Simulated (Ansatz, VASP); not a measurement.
**C: VASP beside Ansatz**

```
CELL_PARAMETERS angstrom
1.20167 0.69378 3.27691
-1.20167 0.69378 3.27691
0.00000 -1.38757 3.27691
ATOMIC_POSITIONS crystal
C 0.15717 0.15717 0.15717
C 0.84283 0.84283 0.84283
```

Change from the starting cell: mode 4 frozen in at -0.095 Å, equal normal strain along x, y and z -0.0250.

Alike in both runs: task single point; functional PBE; dispersion D3(BJ); k mesh 15 × 15 × 15; occupations gaussian, width 0.05 eV; no spin polarisation.

```csv
,VASP,Ansatz
version,VASP 6.6.1,Ansatz 0.2.0
potentials or method,"VASP PAW PBE potentials, release 64 (C), cutoff 520 eV","scalar-relativistic, plane waves, PAW"
valence electrons in the cell,8,8
```

Ansatz gave:

| Quantity | Value |
| --- | --- |
| gap on the k mesh at the Fermi level (eV) | 0.99 |
| least direct gap on the mesh (eV) | 0.99 |
| pressure (GPa) | 22.9 |
| traceless stress, the component that is largest in VASP (GPa) | -28.31 |
| rms of the force components (eV/Å) | 1.739 |

Which values does VASP return?

gap on the k mesh at the Fermi level (eV): 0.99; least direct gap on the mesh (eV): 0.99; pressure (GPa): 23.4; traceless stress, the component that is largest in VASP (GPa): -28.90; rms of the force components (eV/Å): 1.732.

Atom by atom the forces differ by 0.007 eV/Å (rms over components).
